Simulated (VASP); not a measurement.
A run of VASP 6.6.1:

Contents of INCAR:

```
SYSTEM = NaH
PREC = Accurate
ENCUT = 500
EDIFF = 1E-6
ISMEAR = 0
SIGMA = 0.01
LREAL = .False.
LASPH = .True.
NELM = 120
ALGO = Normal
ISIF = 2
LWAVE = .False.
LCHARG = .False.
GGA = PE
NBANDS = 16
GGA_COMPAT = .False.
```

KPOINTS

```
Automatic mesh
0
Gamma
  6 6 4
  0 0 0
```

The input POSCAR:

```
NaH
1.0
    3.9532815413      0.0000000000      0.0000000000
   -1.9766407706      3.4236422431      0.0000000000
    0.0000000000      0.0000000000      4.8282923150
Na H
2 2
Direct
    0.3333333333      0.6666666667     -0.0624996837
    0.6666666667      0.3333333333      0.4375003163
    0.3333333333      0.6666666667      0.4374996837
    0.6666666667      0.3333333333      0.9374996837
```

Potentials or basis: VASP PAW PBE potentials, release 64 (Na_pv, H).

Launch:

```bash
$ cat potpaw_PBE.64/Na_pv/POTCAR potpaw_PBE.64/H/POTCAR > POTCAR
$ mpirun -np 1 vasp_std > vasp.out
```

Hardware: 1 thread of AMD EPYC 7R13 Processor (Zen 3) (shared host).

Problem. Estimate the wall time of this run.

Solution. It took 14 s on 1 thread of AMD EPYC 7R13 Processor (Zen 3), on a shared host, peak memory 0.14 GiB. Counts: scf iterations 13, k points 21.
